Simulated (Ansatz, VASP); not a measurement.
**One calculation of GaAs, two programs**

File INCAR:

```
SYSTEM = GaAs
  PREC = Accurate
  ENCUT = 520
  EDIFF = 1E-7
  ISMEAR = -1
  SIGMA = 0.01
  LREAL = .FALSE.
  LASPH = .TRUE.
  NELM = 150
  ALGO = Normal
  ISIF = 2
  LWAVE = .FALSE.
  LCHARG = .TRUE.
  MAGMOM = 0 0 0 0 0 0
  LORBIT = 11
  LSORBIT = .TRUE.
  GGA_COMPAT = .FALSE.
  LORBMOM = .TRUE.
  GGA = PS
  LVHAR = .TRUE.
  NBANDS = 30
```

KPOINTS

```
regular mesh
0
G
  8 8 8
  0 0 0
```

The input POSCAR:

```
GaAs
1.0
    0.0000000000      2.8431975943      2.8431975943
    2.8431975943      0.0000000000      2.8431975943
    2.8431975943      2.8431975943      0.0000000000
Ga As
1 1
Direct
    0.0000000000      0.0000000000      0.0000000000
    0.7500000000      0.7500000000      0.7500000000
```

Input for Ansatz:

```yaml
crystal:
  lattice:
    - [0.0, 2.84319759427, 2.84319759427]
    - [2.84319759427, 0.0, 2.84319759427]
    - [2.84319759427, 2.84319759427, 0.0]
  atoms:
    - { symbol: Ga, position: [0.0, 0.0, 0.0] }
    - { symbol: As, position: [0.75, 0.75, 0.75] }
kpoints:
  mp_grid: { grid: [8, 8, 8] }
scf:
  occupations: { method: fermi_dirac, width: 0.01 }
  convergence: { dr2_threshold: 1.0e-10 }
hamiltonian:
  xc: pbesol
  pseudopotentials: { kind: all_electron, lapw: { basis_error: 0.0005 } }
magnetization:
  noncollinear: true
  spin_orbit: true
output:
  forces: true
  stress: true
  eigenstates:
    kpoints:
      - [0.0, 0.0, 0.0]
      - [0.0, -0.5, 0.0]
      - [-0.5, 0.0, 0.0]
      - [0.0, 0.0, -0.5]
      - [-0.5, -0.5, -0.5]
      - [0.5, 0.5, 0.0]
      - [0.5, 0.0, 0.5]
      - [0.0, 0.5, 0.5]
  eigenvalues: true
```

Alike in both runs: task single point; functional PBEsol; k mesh 8 × 8 × 8; occupations fermi-dirac, width 0.01 eV; non-collinear spin, spin-orbit coupling.

|  | VASP | Ansatz |
| --- | --- | --- |
| version | VASP 6.6.1 | Ansatz 0.2.0 |
| potentials or method | VASP PAW PBE potentials, release 64 (Ga_d, As), cutoff 520 eV | all-electron LAPW |

```csv
,VASP,Ansatz,Ansatz less VASP
pressure (GPa),-0.9,-1.0,-0.12
net moment per atom (μB),0.00,0.00,0.000
```

VASP's potentials were made for PBE, not for PBEsol. Ansatz ran all-electron here, and VASP with PAW potentials.
